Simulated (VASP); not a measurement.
# AlIn2Sb2As (P6/mmm) in VASP: further runs

The runs below take AlIn2Sb2As through single point, relaxation of cell and atoms, with PBE.

All numbers are computed with VASP 6.6.1; they aren't measurements. Logs are shortened: lines on timing, memory, paths and dates and some standing lists are left out, and cuts for length are marked.

## 1. The cell of the first run

It takes space group P6/mmm (No. 191, hexagonal). Conventional cell: a = 4.319 Å, b = 4.319 Å, c = 10.155 Å, α = 90.00°, β = 90.00°, γ = 120.00°. Within 3.3 Å of Al (site symmetry 6/mmm) lie 6 In at 2.49 Å and 2 Sb at 2.57 Å. Within 3.3 Å of In (site symmetry -6m2) lie 3 Al at 2.49 Å and 3 In at 2.49 Å. Within 3.3 Å of Sb (site symmetry 6mm) lie 1 As at 2.50 Å and 1 Al at 2.57 Å. Within 3.3 Å of As (site symmetry 6/mmm) lie 2 Sb at 2.50 Å.

## 2. Single point, PBE

INCAR reads:

```
SYSTEM = AlIn2Sb2As
ALGO = Normal ; EDIFF = 1E-6
ENCUT = 520 ; GGA = PE
ISIF = 2 ; ISMEAR = 0
LASPH = .TRUE. ; LCHARG = .TRUE.
LELF = .TRUE. ; LREAL = .FALSE.
LVHAR = .TRUE. ; LWAVE = .FALSE.
NBANDS = 31 ; NELM = 60
PREC = Accurate ; SIGMA = 0.1
```

KPOINTS reads:

```
k-points
0
G
  6 6 2
  0 0 0
```

POSCAR reads:

```
AlIn2Sb2As
1.0
    4.3194378000      0.0000000000      0.0000000000
   -2.1597189000      3.7407428700      0.0000000000
    0.0000000000      0.0000000000     10.1552252000
Al In Sb As
1 2 2 1
Direct
    0.0000000000      0.0000000000      0.0000000000
    0.3333333300      0.6666666700      0.0000000000
    0.6666666700      0.3333333300      0.0000000000
    0.0000000000      0.0000000000      0.7465572300
    0.0000000000      0.0000000000      0.2534427700
    0.0000000000      0.0000000000      0.5000000000
```

Potentials or basis: VASP PAW PBE potentials, release 64 (Al, In_d, Sb, As).

Started as:

```
cat potpaw_PBE.64/Al/POTCAR potpaw_PBE.64/In_d/POTCAR potpaw_PBE.64/Sb/POTCAR potpaw_PBE.64/As/POTCAR > POTCAR
mpirun -np 1 vasp_std > vasp.out
```

OUTCAR:

```text
SYSTEM = AlIn2Sb2As
   EDIFF = 1E-6
   ENCUT = 520
   GGA = PE
   ISIF = 2
   ISMEAR = 0
   LASPH = .TRUE.
   LREAL = .FALSE.
   NELM = 60
   PREC = Accurate

 ion  position               nearest neighbor table
   1  0.000  0.000  0.000-   2 2.49   3 2.49   3 2.49   2 2.49   3 2.49   2 2.49   4 2.57   5 2.57

   2  0.333  0.667  0.000-   1 2.49   3 2.49   3 2.49   1 2.49   1 2.49   3 2.49   4 3.58   5 3.58
                             5 3.58   4 3.58   5 3.58   4 3.58
   3  0.667  0.333  0.000-   1 2.49   2 2.49   2 2.49   1 2.49   1 2.49   2 2.49   4 3.58   5 3.58
                             4 3.58   5 3.58   4 3.58   5 3.58
   4  0.000  0.000  0.747-   6 2.50   1 2.57   3 3.58   2 3.58   3 3.58   2 3.58   3 3.58   2 3.58

   5  0.000  0.000  0.253-   6 2.50   1 2.57   3 3.58   2 3.58   3 3.58   2 3.58   3 3.58   2 3.58

   6  0.000  0.000  0.500-   4 2.50   5 2.50

  LATTYP: Found a hexagonal cell.
 ALAT       =     4.3194378000
 C/A-ratio  =     2.3510525374

  Lattice vectors:

 A1 = (   4.3194378000,   0.0000000000,   0.0000000000)
 A2 = (  -2.1597189000,   3.7407428700,   0.0000000000)
 A3 = (   0.0000000000,   0.0000000000,  10.1552252000)

Analysis of symmetry for initial positions (statically):
=====================================================================
 Subroutine PRICEL returns:
 Original cell was already a primitive cell.

 Routine SETGRP: Setting up the symmetry group for a
 hexagonal supercell.

 Subroutine GETGRP returns: Found 24 space group operations
 (whereof 24 operations were pure point group operations)
 out of a pool of 24 trial point group operations.

The static configuration has the point symmetry D_6h.

Analysis of symmetry for dynamics (positions and initial velocities):
=====================================================================
 Subroutine PRICEL returns:
 Original cell was already a primitive cell.

 Routine SETGRP: Setting up the symmetry group for a
 hexagonal supercell.

 Subroutine GETGRP returns: Found 24 space group operations
 (whereof 24 operations were pure point group operations)
 out of a pool of 24 trial point group operations.

The dynamic configuration has the point symmetry D_6h.

 Subroutine INISYM returns: Found 24 space group operations
 (whereof 24 operations are pure point group operations),
 and found     1 'primitive' translations

----------------------------------------------------------------------------------------

                                     Primitive cell

  volume of cell :     164.0872

  direct lattice vectors                    reciprocal lattice vectors
     4.319437800  0.000000000  0.000000000     0.231511610  0.133663290  0.000000000
    -2.159718900  3.740742870  0.000000000     0.000000000  0.267326581  0.000000000
     0.000000000  0.000000000 10.155225200     0.000000000  0.000000000  0.098471475

  length of vectors
     4.319437800  4.319437804 10.155225200     0.267326581  0.267326581  0.098471475

  position of ions in fractional coordinates (direct lattice)
     0.000000000  0.000000000  0.000000000
     0.333333330  0.666666670  0.000000000
     0.666666670  0.333333330  0.000000000
     0.000000000  0.000000000  0.746557230
     0.000000000  0.000000000  0.253442770
     0.000000000  0.000000000  0.500000000

  ion indices of the primitive-cell ions
   primitive index   ion index
                 1           1
                 2           2
                 3           3
                 4           4
                 5           5
                 6           6

----------------------------------------------------------------------------------------

 KPOINTS: k-points

Automatic generation of k-mesh.
 Grid dimensions read from file:
 generate k-points for:    6    6    2

 Generating k-lattice:

  Cartesian coordinates                     Fractional coordinates (reciprocal lattice)
     0.038585268  0.022277215  0.000000000     0.166666667 -0.000000000  0.000000000
     0.000000000  0.044554430  0.000000000     0.000000000  0.166666667  0.000000000
     0.000000000  0.000000000  0.049235737     0.000000000  0.000000000  0.500000000

  Length of vectors
     0.044554430  0.044554430  0.049235737

  Shift w.r.t. Gamma in fractional coordinates (k-lattice)
     0.000000000  0.000000000  0.000000000

 Subroutine IBZKPT returns following result:
 ===========================================

 Found     14 irreducible k-points:

 Following reciprocal coordinates:
            Coordinates               Weight
  0.000000  0.000000  0.000000      1.000000
  0.166667 -0.000000  0.000000      6.000000
  0.333333 -0.000000  0.000000      6.000000
  0.500000 -0.000000  0.000000      3.000000
  0.166667  0.166667  0.000000      6.000000
  0.333333  0.166667  0.000000     12.000000
  0.333333  0.333333  0.000000      2.000000
  0.000000  0.000000  0.500000      1.000000
  0.166667 -0.000000  0.500000      6.000000
  0.333333 -0.000000  0.500000      6.000000
  0.500000 -0.000000  0.500000      3.000000
  0.166667  0.166667  0.500000      6.000000
  0.333333  0.166667  0.500000     12.000000
  0.333333  0.333333  0.500000      2.000000
   k-points           NKPTS =     14   k-points in BZ     NKDIM =     14   number of bands    NBANDS=     31
   number of dos      NEDOS =    301   number of ions     NIONS =      6
   total plane-waves  NPLWV =  81920
   dimension x,y,z NGX =    32 NGY =   32 NGZ =   80
   dimension x,y,z NGXF=    64 NGYF=   64 NGZF=  160
   ions per type =               1   2   2   1
   NGX,Y,Z   is equivalent  to a cutoff of  12.32, 12.32, 13.10 a.u.
   NGXF,Y,Z  is equivalent  to a cutoff of  24.63, 24.63, 26.19 a.u.
 SYSTEM =  AlIn2Sb2As
   PREC   = accura    normal or accurate (medium, high low for compatibility)
   ISTART =      0    job   : 0-new  1-cont  2-samecut
   ICHARG =      2    charge: 1-file 2-atom 10-const
   ISPIN  =      1    spin polarized calculation?
   LNONCOLLINEAR =      F non collinear calculations
   LSORBIT =      F    spin-orbit coupling
   LASPH  =      T    aspherical Exc in radial PAW
   ENCUT  =  520.0 eV  38.22 Ry    6.18 a.u.   8.03  8.03 18.88*2*pi/ulx,y,z
   NELM   =     60;   NELMIN=  2; NELMDL= -5     # of ELM steps
   EDIFF  = 0.1E-05   stopping-criterion for ELM
   LREAL  =      F    real-space projection
   EDIFFG = 0.1E-04   stopping-criterion for IOM
   NSW    =      0    number of steps for IOM
   IBRION =     -1    ionic relax: 0-MD 1-quasi-New 2-CG
   NFREE  =      0    steps in history (QN), initial steepest desc. (CG)
   ISIF   =      2    stress and relaxation
   ISYM   =      2    0-nonsym 1-usesym 2-fastsym
   POTIM  = 0.5000    time-step for ionic-motion
   TEBEG  =    0.0;   TEEND  =   0.0 temperature during run
   PSTRESS=    0.0 pullay stress
   NELECT =      44.0000    total number of electrons
   NUPDOWN=      -1.0000    fix difference up-down
   EMIN   =  10.00;   EMAX   =-10.00  energy-range for DOS
   EFERMI =   0.00;   METHOD = LEGACY
   ISMEAR =     0;   SIGMA  =   0.10  broadening in eV -4-tet -1-fermi 0-gaus
   EFERMI_NEDOS =   21; number of points for ismear=-14 and -15
   IALGO  =     38    algorithm
   IMIX   =      4    mixing-type and parameters
     AMIX     =   0.40;   BMIX     =  1.00
     AMIX_MAG =   1.60;   BMIX_MAG =  1.00
  volume/ion in A,a.u.               =      27.35       184.55
  Fermi-wavevector in a.u.,A,eV,Ry     =   1.055685  1.994955 15.163284  1.114470
  Thomas-Fermi vector in A             =   2.190892
   LORBIT       =      0    0 simple, 1 ext, 2 COOP (PROOUT), +10 PAW based schemes
   GGA     = PE    functional components
   LHFCALC =     F    Hartree Fock is set to
   AEXX    =    0.0000 exact exchange contribution
   IVDW    =     0    specifies the selected vdW correction
   LEPSILON=     F    determine dielectric tensor
   LRPA    =     F    only Hartree local field effects (RPA)
 non-spin polarized calculation
 Gauss-broadening in eV      SIGMA  =   0.10
  energy-cutoff  :      520.00
  volume of cell :      164.09
 maximum number of plane-waves:      4444
   NGX = 17   NGY = 17   NGZ = 37

 number of electron      43.9999997 magnetization

 Free energy of the ion-electron system (eV)
  ---------------------------------------------------
  ext. energy  EPLUGINS =         0.00000000
  ---------------------------------------------------
  free energy    TOTEN  =       -13.94655425 eV

  energy without entropy =      -13.92122733  energy(sigma->0) =      -13.93389079

 E-fermi :   5.8658     XC(G=0):  -9.1855

 val. band max:        5.8432921712   @ k =   0.3333   0.1667   0.0000
 cond. band min:       5.8977709942   @ k =   0.1667   0.1667   0.0000
 fundamental gap:      0.0544788230
 Fermi energy:         5.8658214112

 k-point     1 :       0.0000    0.0000    0.0000
  band No.  band energies     occupation
      1     -11.0047      2.00000
      2     -10.6163      2.00000
      3     -10.6163      2.00000
      4     -10.3854      2.00000
      5     -10.3854      2.00000
      6     -10.3399      2.00000
[... 23 lines left out ...]
     30       8.9107      0.00000
     31      10.0922      0.00000

 k-point     2 :       0.1667   -0.0000    0.0000
  band No.  band energies     occupation
      1     -11.0023      2.00000
      2     -10.8567      2.00000
      3     -10.8129      2.00000
      4     -10.4131      2.00000
      5     -10.3660      2.00000
      6     -10.0846      2.00000
[... 23 lines left out ...]
     30      10.0210      0.00000
     31      10.1008      0.00000

 k-point     3 :       0.3333   -0.0000    0.0000
  band No.  band energies     occupation
      1     -11.2063      2.00000
      2     -11.0774      2.00000
      3     -10.7693      2.00000
      4     -10.4631      2.00000
      5     -10.3260      2.00000
      6      -9.8476      2.00000
[... 363 lines left out ...]
     30      11.8561      0.00000
     31      12.3381      0.00000

 k-point    14 :       0.3333    0.3333    0.5000
  band No.  band energies     occupation
      1     -11.5128      2.00000
      2     -10.8563      2.00000
      3     -10.8563      2.00000
      4     -10.5611      2.00000
      5     -10.0685      2.00000
      6     -10.0685      2.00000
[... 23 lines left out ...]
     30      12.6777      0.00000
     31      12.7105      0.00000

------------------------ aborting loop because EDIFF is reached ----------------------------------------

  FORCE on cell =-STRESS in cart. coord.  units (eV):
  Direction    XX          YY          ZZ          XY          YZ          ZX
  --------------------------------------------------------------------------------------
  -------------------------------------------------------------------------------------
  Total       27.7490485     27.7490486     10.0353716      0.0000000      0.0000000      0.0000000
  in kB      270.9468075    270.9468083     97.9872123      0.0000000      0.0000000      0.0000000
  external PRESSURE =     213.2936094 kB  Pullay stress =       0.0000000 kB

 VOLUME and BASIS-vectors are now :
 -----------------------------------------------------------------------------
  energy-cutoff  :      520.00
  volume of cell :      164.09
      direct lattice vectors                 reciprocal lattice vectors
     4.319437800  0.000000000  0.000000000     0.231511610  0.133663290  0.000000000
    -2.159718900  3.740742870  0.000000000     0.000000000  0.267326581  0.000000000
     0.000000000  0.000000000 10.155225200     0.000000000  0.000000000  0.098471475

 POSITION                                       TOTAL-FORCE (eV/Angst)
 -----------------------------------------------------------------------------------
      0.00000      0.00000      0.00000        -0.000000     -0.000000      0.000000
     -0.00000      2.49383      0.00000         0.000000      0.000000      0.000000
      2.15972      1.24691      0.00000         0.000000      0.000000      0.000000
      0.00000      0.00000      7.58146        -0.000000     -0.000000     -0.916616
      0.00000      0.00000      2.57377        -0.000000     -0.000000      0.916616
      0.00000      0.00000      5.07761        -0.000000     -0.000000      0.000000
 -----------------------------------------------------------------------------------
    total drift:                               -0.000000      0.000000      0.000000

  FREE ENERGIE OF THE ION-ELECTRON SYSTEM (eV)
  ---------------------------------------------------
  free  energy   TOTEN  =       -13.9465542459 eV

  energy  without entropy=      -13.9212273296  energy(sigma->0) =      -13.93389079
```

It took 67 s on 1 thread of Intel Xeon 6975P-C, shared host; peak memory 0.32 GiB.

Results:

```
Free energy            : -13.9466 eV
Pressure               : 21.3 GPa
Largest force          : 0.917 eV/Å
Band gap on the k mesh : zero (band 22 reaches 6.54 eV, above the bottom of band 23 at 4.93 eV)
```

Forces in eV/Å, atoms in the order of the input:
```
Al   0.000  0.000  0.000
In   0.000  0.000  0.000
In   0.000  0.000  0.000
Sb   0.000  0.000 -0.917
Sb   0.000  0.000  0.917
As   0.000  0.000  0.000
```

Stress tensor (GPa, compression positive):
```
27.09  0.00  0.00
 0.00 27.09  0.00
 0.00  0.00  9.80
```

Caveat: spin-orbit coupling is left out, which moves the levels of the heavy elements.

(Part 1 of 2 ends here.)
